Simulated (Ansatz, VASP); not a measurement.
## Two plane-wave programs on Sn3Br

```
Sn Br
1.0
     6.70758    0.00000    0.00000
    -3.35379    5.80894    0.00000
     0.00000    0.00000    5.89575
Sn Br
6 2
Direct
  0.15925 0.31850 0.25000
  0.15925 0.84075 0.25000
  0.68150 0.84075 0.25000
  0.84075 0.68150 0.75000
  0.84075 0.15925 0.75000
  0.31850 0.15925 0.75000
  0.33333 0.66667 0.75000
  0.66667 0.33333 0.25000
```

Change from the starting cell: species swapped into the NaIn3 type (P6_3/mmc, No. 194).

Alike in both runs: functional PBE; k mesh 6 × 6 × 6; occupations gaussian, width 0.1 eV; no spin polarisation.

Ansatz relaxed the structure, and its values are those at the end. VASP's run is a single point on that final structure, the one shown.

```csv
,VASP,Ansatz
version,VASP 6.6.1,Ansatz 0.2.0
potentials or method,"VASP PAW PBE potentials, release 64 (Sn_d, Br), cutoff 520 eV","scalar-relativistic, plane waves, PAW"
valence electrons in the cell,98,98
```

|  | VASP | Ansatz | Ansatz less VASP |
| --- | --- | --- | --- |
| gap on the k mesh at the Fermi level (eV) | none | none | - |
| pressure (GPa) | 0.0 | 0.0 | +0.04 |

A gap of «none» marks a metal or a gap that the smearing closes.
